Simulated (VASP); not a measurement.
A run of VASP 6.6.1 is set up as follows.

Contents of INCAR:

```
SYSTEM = ScF3
PREC = Accurate ; ENCUT = 520
EDIFF = 1E-6 ; ISMEAR = 0
SIGMA = 0.05 ; LREAL = .False.
LASPH = .True. ; NELM = 60
ALGO = Normal ; ISIF = 2
LWAVE = .False. ; LCHARG = .False.
NBANDS = 24
```

Contents of KPOINTS:

```
Automatic mesh
0
Gamma
  6 6 6
  0 0 0
```

Contents of POSCAR:

```
ScF3
1.0
    3.5748665192      0.0000000000      0.0000000000
    0.0000000000      3.5748665192      0.0000000000
    0.0000000000      0.0000000000      5.0548612581
Sc F
1 3
Direct
    0.0000000000      0.0000000000      0.0000000000
    0.5000000000      0.0000000000      0.0000000000
    0.0000000000      0.5000000000      0.0000000000
    0.0000000000      0.0000000000      0.5000000000
```

Potentials or basis: VASP PAW LDA potentials, release 64 (Sc_sv, F).

Launch:

```bash
$ cat potpaw_LDA.64/Sc_sv/POTCAR potpaw_LDA.64/F/POTCAR > POTCAR
$ mpirun -np 1 vasp_std > vasp.out
```

(1) Estimate the pressure.

(2) What does it give for the band gap on the k mesh?

Answers

(1) 20.5 GPa.

(2) 3.69 eV, indirect (least direct gap 3.74 eV).
